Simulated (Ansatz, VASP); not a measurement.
V3H in VASP and in Ansatz

The input INCAR:

```
SYSTEM = V3H
  PREC = Accurate
  ENCUT = 520
  EDIFF = 1E-6
  ISMEAR = 0
  SIGMA = 0.1
  LREAL = .FALSE.
  LASPH = .TRUE.
  NELM = 150
  ALGO = Normal
  ISIF = 2
  LWAVE = .FALSE.
  LCHARG = .TRUE.
  ISPIN = 2
  MAGMOM = 2 2 2 0
  LORBIT = 11
  LMAXMIX = 4
  GGA = PE
  LELF = .TRUE.
  LVHAR = .TRUE.
  NBANDS = 32
```

File KPOINTS:

```
Automatic mesh
0
G
  6 6 6
  0 0 0
```

POSCAR

```
V3H
1.0
    3.5237808146      0.0000000000      0.0000000000
    0.0000000000      3.5237808146      0.0000000000
    0.0000000000      0.0000000000      3.5237808146
V H
3 1
Direct
    0.0000000000      0.5000000000      0.5000000000
    0.5000000000      0.0000000000      0.5000000000
    0.5000000000      0.5000000000      0.0000000000
    0.0000000000      0.0000000000      0.0000000000
```

Input for Ansatz:

```yaml
crystal:
  lattice:
    - [3.5237808146, 0.0, 0.0]
    - [0.0, 3.5237808146, 0.0]
    - [0.0, 0.0, 3.5237808146]
  atoms:
    - { symbol: V, position: [0.0, 0.5, 0.5], spin: 2.0 }
    - { symbol: V, position: [0.5, 0.0, 0.5], spin: 2.0 }
    - { symbol: V, position: [0.5, 0.5, 0.0], spin: 2.0 }
    - { symbol: H, position: [0.0, 0.0, 0.0] }
basis:
  ecutwfc: 420
kpoints:
  mp_grid: { grid: [6, 6, 6] }
hamiltonian:
  xc: pbe
scf:
  occupations: { method: gaussian, width: 0.1 }
  lower_state_search: "off"
output:
  forces: true
  stress: true
  eigenvalues: true
  populations: true
magnetization:
  spin_polarized: true
```

Alike in both runs: task single point; functional PBE; k mesh 6 × 6 × 6; occupations gaussian, width 0.1 eV; collinear spin.

|  | VASP | Ansatz |
| --- | --- | --- |
| version | VASP 6.6.1 | Ansatz 0.2.0 |
| potentials or method | VASP PAW PBE potentials, release 64 (V_sv, H), cutoff 520 eV | scalar-relativistic, plane waves, PAW |
| valence electrons in the cell | 40 | 40 |

Ansatz gave:

```
gap on the k mesh at the Fermi level (eV) : none
pressure (GPa)                            : 8.7
net moment per atom (μB)                  : 0.00
```

Problem. Which values does VASP return?

Solution. gap on the k mesh at the Fermi level (eV): none; pressure (GPa): 9.0; net moment per atom (μB): 0.00.

A gap of «none» marks a metal or a gap that the smearing closes. Ansatz's warnings: seeded moment not kept.
